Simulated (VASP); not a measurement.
Crystal: InH2.

```xyz
3
Lattice="2.9940 0.0000 0.0000 -1.4970 2.5929 0.0000 0.0000 0.0000 4.8213" Properties=species:S:1:pos:R:3 pbc="T T T"
In    0.0000    0.0000    0.0000
H     0.0000    1.7286    1.2053
H     1.4970    0.8643    3.6160
```

The cell was generated, and may not be a known phase.

| Item | Value |
| --- | --- |
| Program | VASP 6.6.1 |
| Task | relaxation of cell and atoms |
| Functional | PBE |
| Potentials or basis | VASP PAW PBE potentials, release 64 (In_d, H) |
| Cutoff | 600 eV |
| k mesh | 6 × 6 × 4 |
| Occupations | gaussian, width 0.1 eV |
| Spin | no spin polarisation |

At the start: pressure 14.9 GPa; volume 12.48 Å³/atom.

**Question.** How do energy, volume and symmetry change on relaxing?

**Answer.** Over 8 steps the energy falls by 286.2 meV/atom and the volume is 14.16 Å³/atom (+13.5 %); space group P-3m1 (No. 164, to 0.1 Å) before and after.

Step by step:
```csv
step,energy change (eV),largest force (eV/Å),pressure (GPa),volume (Å³)
1,0.0000,0.2502,14.93,37.43
2,-0.6243,0.5305,1.90,43.94
3,-0.6922,0.5819,-1.31,46.70
4,-0.6965,0.5916,-2.08,47.52
5,-0.7655,0.4405,-1.62,46.51
6,-0.8509,0.1129,-0.40,43.83
7,-0.8575,0.0517,-0.20,43.06
8,-0.8587,0.0001,-0.02,42.48
```

Final structure:
```
In H
1.0
     3.46707    0.00000    0.00000
    -1.73354    3.00257    0.00000
     0.00000    0.00000    4.08093
In H
1 2
Cartesian
  0.0000 0.0000 0.0000
  0.0000 2.0017 0.8631
  1.7335 1.0009 3.2178
```

Caveat: the k points lie up to 0.38 Å⁻¹ apart in the final cell, too coarse for converged energies and pressures of a metal; a cell axis changed by over 15 % at a fixed basis, so the end point is rough; an odd number of electrons without spin polarisation forces a metal; a magnetic or distorted state may lie lower.
